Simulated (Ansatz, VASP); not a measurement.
# PbS in VASP and in Ansatz

```
Pb S
1.0
     3.01768   -3.02141    0.00000
     3.01768    3.02141    0.00000
     0.00000    0.00000   17.80263
Pb S
6 6
Direct
  0.24939 0.75061 0.58334
  0.75061 0.24939 0.41666
  0.25122 0.74878 0.25000
  0.75061 0.24939 0.08334
  0.24939 0.75061 0.91666
  0.74878 0.25122 0.75000
  0.75006 0.24994 0.58333
  0.24994 0.75006 0.41667
  0.74982 0.25018 0.25000
  0.24994 0.75006 0.08333
  0.75006 0.24994 0.91667
  0.25018 0.74982 0.75000
```

Alike in both runs: functional PBE; k mesh 4 × 4 × 1; occupations gaussian, width 0.1 eV; no spin polarisation.

Ansatz relaxed the structure, and its values are those at the end. VASP's run is a single point on that final structure, the one shown.

|  | VASP | Ansatz |
| --- | --- | --- |
| version | VASP 6.6.1 | Ansatz 0.2.0 |
| potentials or method | VASP PAW PBE potentials, release 64 (Pb_d, S), cutoff 520 eV | scalar-relativistic, plane waves, PAW |
| valence electrons in the cell | 120 | 120 |

Ansatz gave:

- gap on the k mesh at the Fermi level (eV): 1.24
- least direct gap on the mesh (eV): 1.24
- pressure (GPa): 0.0

What did VASP give for the same quantities?

gap on the k mesh at the Fermi level (eV): 1.25; least direct gap on the mesh (eV): 1.25; pressure (GPa): -0.1.

Neither program's run includes spin-orbit coupling.
